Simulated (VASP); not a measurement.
A run of VASP 6.6.1 is set up as follows.

File INCAR:

```
ALGO = Normal
EDIFF = 1E-7
ENCUT = 520
GGA = PS
ISIF = 2
ISMEAR = 0
LASPH = True
LCHARG = True
LELF = True
LREAL = False
LVHAR = True
LWAVE = False
NBANDS = 16
NELM = 60
PREC = Accurate
SIGMA = 0.1
```

File KPOINTS:

```
k-points
0
Gamma
  12 12 12
```

Contents of POSCAR:

```
GaSb
1.0
    3.8200463815      0.0000000000      0.0000000000
    0.0000000000      3.8200463815      0.0000000000
    0.0000000000      0.0000000000      3.8200463815
Ga Sb
1 1
Direct
    0.0000000000      0.0000000000      0.0000000000
    0.5000000000      0.5000000000      0.5000000000
```

Potentials or basis: VASP PAW PBE potentials, release 64 (Ga_d, Sb).

Command:

```console
$ cat potpaw_PBE.64/Ga_d/POTCAR potpaw_PBE.64/Sb/POTCAR > POTCAR
$ mpirun -np 1 vasp_std > vasp.out
```

(1) Estimate the pressure.

(2) Estimate the band gap on the k mesh.

Results:

(1) -8.0 GPa.

(2) zero (bands 9 and 10 overlap by 3.41 eV).

Caveat: the cell differs from its parent crystal (In replaced by Ga, lengths x 0.957, strained); the cell stands under tension; the PAW data sets were made with another functional, which shifts forces and pressure a little; spin-orbit coupling is left out, which moves the levels of the heavy elements.
